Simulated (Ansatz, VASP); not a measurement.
MoS2: VASP beside Ansatz

```
Mo S
1.0
     3.28940    0.00000    0.00000
    -1.64470    2.84871    0.00000
     0.00000    0.00000    6.57881
Mo S
1 2
Direct
  0.00000 0.00000 0.00000
  0.33333 0.66667 0.23579
  0.33333 0.66667 0.76421
```

Alike in both runs: task single point; functional PBE; dispersion D3(BJ); k mesh 12 × 12 × 6; occupations gaussian, width 0.05 eV; no spin polarisation.

```csv
,VASP,Ansatz
version,VASP 6.6.1,Ansatz 0.2.0
potentials or method,"VASP PAW PBE potentials, release 64 (Mo_sv, S), cutoff 500 eV","scalar-relativistic, plane waves, PAW"
valence electrons in the cell,26,26
```

Ansatz gave:

```
gap on the k mesh at the Fermi level (eV)                     : 0.60
least direct gap on the mesh (eV)                             : 1.35
pressure (GPa)                                                : -8.6
traceless stress, the component that is largest in VASP (GPa) : 4.70
rms of the force components (eV/Å)                            : 0.247
```

Task: Which values does VASP return?

Result: gap on the k mesh at the Fermi level (eV): 0.62; least direct gap on the mesh (eV): 1.36; pressure (GPa): -8.7; traceless stress, the component that is largest in VASP (GPa): 4.68; rms of the force components (eV/Å): 0.251.

Atom by atom the forces differ by 0.004 eV/Å (rms over components).
